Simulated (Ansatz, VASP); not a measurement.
# Ti2B2Os in VASP and in Ansatz

The input INCAR:

```
PREC = Accurate ; ENCUT = 560
EDIFF = 1E-6 ; ISMEAR = 0
SIGMA = 0.1 ; LREAL = F
LASPH = T ; NELM = 120
ALGO = Normal ; ISIF = 2
LWAVE = F ; LCHARG = F
GGA = PE ; NBANDS = 31
GGA_COMPAT = F
```

Contents of KPOINTS:

```
Automatic mesh
0
Gamma
  6 6 4
```

Contents of POSCAR:

```
Ti2B2Os
1.0
    3.8889686000      0.0000000000      0.0000000000
   -1.9444843000      3.3679456000      0.0000000000
    0.0000000000      0.0000000000      5.4224827100
Ti B Os
2 2 1
Direct
    0.3333333300      0.6666666700      0.5000000000
    0.6666666700      0.3333333300      0.5000000000
    0.0000000000      0.0000000000      0.3028797600
    0.0000000000      0.0000000000      0.6971202400
    0.0000000000      0.0000000000      0.0000000000
```

Input for Ansatz:

```yaml
crystal:
  lattice:
    - [3.8889686, 0.0, 0.0]
    - [-1.9444843, 3.3679456, 0.0]
    - [0.0, 0.0, 5.42248271]
  atoms:
    - { symbol: Ti, position: [0.33333333, 0.66666667, 0.5] }
    - { symbol: Ti, position: [0.66666667, 0.33333333, 0.5] }
    - { symbol: B, position: [0.0, 0.0, 0.30287976] }
    - { symbol: B, position: [0.0, 0.0, 0.69712024] }
    - { symbol: Os, position: [0.0, 0.0, 0.0] }
basis:
  ecutwfc: 420
kpoints:
  mp_grid: { grid: [6, 6, 4] }
hamiltonian:
  xc: pbe
scf:
  occupations: { method: gaussian, width: 0.1 }
  lower_state_search: "off"
output:
  forces: true
  stress: true
  eigenvalues: true
```

Alike in both runs: task single point; functional PBE; k mesh 6 × 6 × 4; occupations gaussian, width 0.1 eV; no spin polarisation.

```csv
,VASP,Ansatz
version,VASP 6.6.1,Ansatz 0.2.0
potentials or method,"VASP PAW PBE potentials, release 64 (Ti_sv, B, Os_sv_GW), cutoff 560 eV","scalar-relativistic, plane waves, PAW"
valence electrons in the cell,46,46
```

```csv
,VASP,Ansatz,Ansatz less VASP
gap on the k mesh at the Fermi level (eV),none,none,-
pressure (GPa),26.2,26.1,-0.15
"traceless stress, the component that is largest in VASP (GPa)",39.62,39.52,-0.094
rms of the force components (eV/Å),5.196,5.168,-0.0274
```

Atom by atom the forces differ by 0.027 eV/Å (rms over components). A gap of «none» marks a metal or a gap that the smearing closes.

Spin-orbit coupling is off throughout.
